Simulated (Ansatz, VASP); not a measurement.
# One calculation of Ta2N, two programs

```
CELL_PARAMETERS angstrom
3.17867 0.00000 0.00000
-1.58933 2.75281 0.00000
0.00000 0.00000 4.88189
ATOMIC_POSITIONS crystal
Ta 0.66667 0.33333 0.74491
Ta 0.33333 0.66667 0.25509
N 0.00000 0.00000 0.00000
```

Change from the starting cell: strain +0.025 along x and y, +0.000 along z, atoms carried along.

Alike in both runs: task single point; functional PBE; k mesh 18 × 18 × 10; occupations gaussian, width 0.15 eV; no spin polarisation.

|  | VASP | Ansatz |
| --- | --- | --- |
| version | VASP 6.6.1 | Ansatz 0.2.0 |
| potentials or method | VASP PAW PBE potentials, release 64 (Ta_pv, N), cutoff 520 eV | scalar-relativistic, plane waves, PAW |
| valence electrons in the cell | 27 | 31 |

```tsv
	VASP	Ansatz	Ansatz less VASP
gap on the k mesh at the Fermi level (eV)	none	none	-
pressure (GPa)	-12.0	-12.3	-0.32
traceless stress, the component that is largest in VASP (GPa)	2.87	2.93	+0.061
rms of the force components (eV/Å)	0.178	0.197	+0.0189
```

Atom by atom the forces differ by 0.019 eV/Å (rms over components). A gap of «none» marks a metal or a gap that the smearing closes. The functional is the same, so the differences come from potentials, cutoffs and numerics. VASP's potentials hold 27 valence electrons a cell and Ansatz's 31, so a difference there can come from the potentials and not from the codes.

Spin-orbit coupling is off throughout.
